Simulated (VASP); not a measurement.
Set up this calculation in VASP 6.6.1, as the native input.

```
Task                   : single point
Functional             : PBE
Potentials or basis    : VASP PAW PBE potentials, release 64 (Al, As)
Cutoff                 : 500 eV
k mesh                 : 4 × 4 × 4
Occupations            : gaussian, width 0.01 eV
Spin                   : no spin polarisation
Dipole correction      : no
Further INCAR settings : ALGO = Normal; EDIFF = 1e-06; NBANDS = 11
```

The structure of AlAs lies in POSCAR:

```
AlAs
1.0
    0.0000000000      2.8389245968      2.8389245968
    2.8389245968      0.0000000000      2.8389245968
    2.8389245968      2.8389245968      0.0000000000
Al As
1 1
Direct
    0.0000000000      0.0000000000      0.0000000000
    0.2500000000      0.2500000000      0.2500000000
```

The input as run:

INCAR

```
PREC = Accurate
ENCUT = 500
EDIFF = 1E-6
ISMEAR = 0
SIGMA = 0.01
LREAL = False
LASPH = True
NELM = 120
ALGO = Normal
ISIF = 2
LWAVE = False
LCHARG = False
GGA = PE
NBANDS = 11
GGA_COMPAT = False
```

KPOINTS

```
Automatic mesh
0
Gamma
  4 4 4
```

Potentials or basis: VASP PAW PBE potentials, release 64 (Al, As).

Launch:

```sh
$ cat potpaw_PBE.64/Al/POTCAR potpaw_PBE.64/As/POTCAR > POTCAR
$ mpirun -np 1 vasp_std > vasp.out
```

It gave:

```yaml
Pressure: 2.4 GPa
Band_gap_on_the_k_mesh: 1.43 eV, indirect (least direct gap 1.98 eV)
```

Caveat: the k points lie up to 0.48 Å⁻¹ apart.

Run time: 4 s on 1 thread of Intel(R) Xeon(R) 6975P-C (Granite Rapids), with other jobs on the host, peak memory 0.16 GiB.
